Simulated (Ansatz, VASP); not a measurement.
**Nb2PdSe5: VASP beside Ansatz**

```
CELL_PARAMETERS angstrom
-2.33331 2.33331 6.71837
2.33331 -2.33331 6.71837
2.33331 2.33331 -6.71837
ATOMIC_POSITIONS crystal
Nb 0.75433 0.75433 0.00000
Nb 0.24567 0.24567 0.00000
Pd 0.00000 0.00000 0.00000
Se 0.50000 0.50000 0.00000
Se 0.85912 0.35912 0.50000
Se 0.35912 0.85912 0.50000
Se 0.14088 0.64088 0.50000
Se 0.64088 0.14088 0.50000
```

Change from the starting cell: species swapped into the YAl2Pd5 type (I4/mmm, No. 139).

Alike in both runs: functional PBE; k mesh 10 × 10 × 10; occupations gaussian, width 0.1 eV; no spin polarisation.

Ansatz relaxed the structure, and its values are those at the end. VASP's run is a single point on that final structure, the one shown.

|  | VASP | Ansatz |
| --- | --- | --- |
| version | VASP 6.6.1 | Ansatz 0.2.0 |
| potentials or method | VASP PAW PBE potentials, release 64 (Nb_sv, Pd, Se), cutoff 520 eV | scalar-relativistic, plane waves, PAW |
| valence electrons in the cell | 66 | 124 |

```csv
,VASP,Ansatz,Ansatz less VASP
gap on the k mesh at the Fermi level (eV),none,none,-
pressure (GPa),0.0,0.0,+0.04
```

A gap of «none» marks a metal or a gap that the smearing closes. The functional is the same, so the differences come from potentials, cutoffs and numerics. VASP's potentials hold 66 valence electrons a cell and Ansatz's 124, so a difference there can come from the potentials and not from the codes.
